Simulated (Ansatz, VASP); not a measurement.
**Al: VASP beside Ansatz**

```xyz
2
Lattice="2.8402 0.0000 0.0000 -1.4201 2.4596 0.0000 0.0000 0.0000 4.7544" Properties=species:S:1:pos:R:3 pbc="T T T"
Al    1.4201    0.8199    3.5658
Al    0.0000    1.6398    1.1886
```

Alike in both runs: task single point; functional PBE; k mesh 12 × 12 × 8; occupations gaussian, width 0.1 eV; no spin polarisation.

|  | VASP | Ansatz |
| --- | --- | --- |
| version | VASP 6.6.1 | Ansatz 0.2.0 |
| potentials or method | VASP PAW PBE potentials, release 64 (Al), cutoff 520 eV | scalar-relativistic, plane waves, PAW |
| valence electrons in the cell | 6 | 6 |

```csv
,VASP,Ansatz,Ansatz less VASP
gap on the k mesh at the Fermi level (eV),none,none,-
pressure (GPa),0.0,0.0,+0.03
```

A gap of «none» marks a metal or a gap that the smearing closes. With one functional, cell and mesh, what is left measures potentials, basis and numerics.
